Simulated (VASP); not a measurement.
# Pt in VASP: further runs, part 3 of 3

VASP 6.6.1. The steps go on from the part before.

**5. Single point, LDA (normal strain along x -0.0825, normal strain along z +0.0350)**

Input file INCAR:

```
PREC = Accurate
ENCUT = 520
EDIFF = 1E-7
ISMEAR = 0
SIGMA = 0.15
LREAL = F
LASPH = T
NELM = 100
ALGO = Fast
ISIF = 2
LWAVE = F
LCHARG = F
NBANDS = 11
```

Input file KPOINTS:

```
regular mesh
0
Gamma
  20 20 20
```

Input file POSCAR:

```
Pt
1.0
    0.0000000000      1.9468328700      2.0149720204
    1.7862191582      0.0000000000      2.0149720204
    1.7862191582      1.9468328700      0.0000000000
Pt
1
Direct
    0.0000000000      0.0000000000      0.0000000000
```

Started as:

```
$ cat potpaw_LDA.64/Pt/POTCAR > POTCAR
$ mpirun -np 1 vasp_std > vasp.out
```

It took 2.5 min on 1 thread of Intel Xeon Platinum 8375C at 2.90GHz (Ice Lake), shared host; peak memory 0.28 GiB.

Results (log left out):

```yaml
Free_energy: -7.4344 eV
Pressure: 20.6 GPa
Band_gap_on_the_k_mesh: zero (band 5 reaches 13.77 eV, above the bottom of band 6 at 10.68 eV)
```

Stress tensor (GPa, compression positive):
```
26.30  0.00  0.00
 0.00 21.77  0.00
 0.00  0.00 13.63
```

Levels at points of the mesh, in eV from the Fermi level:
```
           k point  band 2  band 3  band 4  band 5  band 6  band 7  band 8  band 9
(0.00, 0.00, 0.00)   -4.84   -4.33   -3.33   -2.65   -1.08   14.63   18.33   19.21
(0.50, 0.00, 0.00)   -4.99   -3.56   -0.69   -0.26    0.48    6.58   13.81   18.57
(0.50, 0.50, 0.00)   -7.35    0.06    0.19    0.69    0.91    8.41   12.22   13.09
(0.50, 0.00, 0.50)   -7.27   -0.13   -0.04    1.19    1.35    9.39   11.50   12.63
(0.00, 0.50, 0.50)   -7.43    0.07    0.40    0.89    3.21   10.26   10.53   11.70
```

Caveat: the cell differs from its parent crystal (normal strain along x -0.0825, normal strain along z +0.0350); spin-orbit coupling is left out, which moves the levels of the heavy elements.

**6. Single point, LDA (normal strain along x -0.1100, normal strain along z +0.0700)**

Input file INCAR:

```
SYSTEM = Pt
PREC     = Accurate       ! precision mode
ENCUT    = 520            ! plane-wave cutoff, eV
EDIFF    = 1E-6           ! SCF threshold, eV
ISMEAR   = 0              ! smearing method
SIGMA    = 0.15           ! smearing width, eV
LREAL    = .False.        ! projectors in reciprocal space
LASPH    = .True.         ! aspherical terms in the spheres
NELM     = 60             ! most SCF steps
ALGO     = Fast           ! electronic algorithm
ISIF     = 2              ! what is computed and relaxed
LWAVE    = .False.        ! write WAVECAR
LCHARG   = .False.        ! write CHGCAR
NBANDS   = 11             ! bands
```

Input file KPOINTS:

```
Automatic mesh
0
Gamma
  20 20 20
  0 0 0
```

Input file POSCAR:

```
Pt
1.0
    0.0000000000      1.9468328700      2.0831111709
    1.7326812543      0.0000000000      2.0831111709
    1.7326812543      1.9468328700      0.0000000000
Pt
1
Direct
    0.0000000000      0.0000000000      0.0000000000
```

Potentials or basis: VASP PAW LDA potentials, release 64 (Pt).

Started as:

```
$ cat potpaw_LDA.64/Pt/POTCAR > POTCAR
$ mpirun -np 1 vasp_std > vasp.out
```

OUTCAR:

```text
SYSTEM = Pt
   PREC = Accurate
   ENCUT = 520
   EDIFF = 1E-6
   ISMEAR = 0
   LREAL = .False.
   LASPH = .True.
   NELM = 60
   ISIF = 2

 ion  position               nearest neighbor table
   1  0.000  0.000  0.000-

  LATTYP: Found a face centered orthorhombic cell.
 ALAT       =     3.4653625086
 B/A-ratio  =     1.1235955056
 C/A-ratio  =     1.2022471910

  Lattice vectors:

 A1 = (   0.0000000000,   1.9468328700,   2.0831111709)
 A2 = (   1.7326812543,   0.0000000000,   2.0831111709)
 A3 = (   1.7326812543,   1.9468328700,   0.0000000000)

[... 508 lines left out ...]
      4       9.6441      2.00000
      5      11.5920      2.00000
      6      12.6617      0.05043
      7      22.2159      0.00000
      8      27.0790      0.00000
      9      32.1433      0.00000
     10      35.7915      0.00000
     11      37.0452      0.00000

 [... further k-points ...]
[... 5 lines left out ...]
  --------------------------------------------------------------------------------------
  -------------------------------------------------------------------------------------
  Total        2.4873152      2.3209984      0.6936622      0.0000000      0.0000000      0.0000000
  in kB      283.5643409    264.6035326     79.0803959      0.0000000      0.0000000      0.0000000
  external PRESSURE =     209.0827565 kB  Pullay stress =       0.0000000 kB

 VOLUME and BASIS-vectors are now :
 -----------------------------------------------------------------------------
  energy-cutoff  :      520.00
  volume of cell :       14.05
      direct lattice vectors                 reciprocal lattice vectors
     0.000000000  1.946832870  2.083111171    -0.288570098  0.256827388  0.240025596
     1.732681254  0.000000000  2.083111171     0.288570098 -0.256827388  0.240025596
     1.732681254  1.946832870  0.000000000     0.288570098  0.256827388 -0.240025596

 POSITION                                       TOTAL-FORCE (eV/Angst)
 -----------------------------------------------------------------------------------
      0.00000      0.00000      0.00000         0.000000      0.000000      0.000000
 -----------------------------------------------------------------------------------
    total drift:                                0.000000     -0.000000     -0.000000

  FREE ENERGIE OF THE ION-ELECTRON SYSTEM (eV)
  ---------------------------------------------------
  free  energy   TOTEN  =        -7.3934882979 eV

  energy  without entropy=       -7.3788072459  energy(sigma->0) =       -7.38614777
```

Run time: 2.4 min. Hardware: 1 thread of Intel Xeon Platinum 8375C at 2.90GHz (Ice Lake), shared host; peak memory 0.29 GiB.

What came out:

* Free energy: -7.3935 eV
* Pressure: 20.9 GPa
* Band gap on the k mesh: zero (band 5 reaches 13.97 eV, above the bottom of band 6 at 10.63 eV)

Stress tensor (GPa, compression positive):
```
28.36  0.00  0.00
 0.00 26.46  0.00
 0.00  0.00  7.91
```

Caveat: the cell differs from its parent crystal (normal strain along x -0.1100, normal strain along z +0.0700); spin-orbit coupling is left out, which moves the levels of the heavy elements.

**7. Summary**

| cell | gap on the mesh (eV) | pressure (GPa) |
| --- | --- | --- |
| a = 2.826, b = 2.754, c = 2.679 Å, angles 62.7, 60.0, 57.4°, 1 atom | none | 3.6 |
| a = 2.777, b = 2.667, c = 2.642 Å, angles 63.1, 58.9, 58.0°, 1 atom | none | 27.5 |
| a = 2.753, b = 2.909, c = 2.909 Å, angles 56.5, 61.8, 61.8°, 1 atom | none | -22.4 |
| a = 2.802, b = 2.693, c = 2.642 Å, angles 63.4, 59.2, 57.4°, 1 atom | none | 20.6 |
| a = 2.851, b = 2.710, c = 2.606 Å, angles 64.8, 59.3, 55.8°, 1 atom | none | 20.9 |

Alike in all rows: task single point; level LDA; potentials or basis VASP PAW LDA potentials, release 64 (Pt); no spin polarisation; k mesh 20 × 20 × 20; cutoff (eV) 520; smearing gaussian 0.15 eV.

Caveats: spin-orbit coupling is left out, which moves the levels of the heavy elements.

Absolute energies hang on the potentials; compare differences alone.
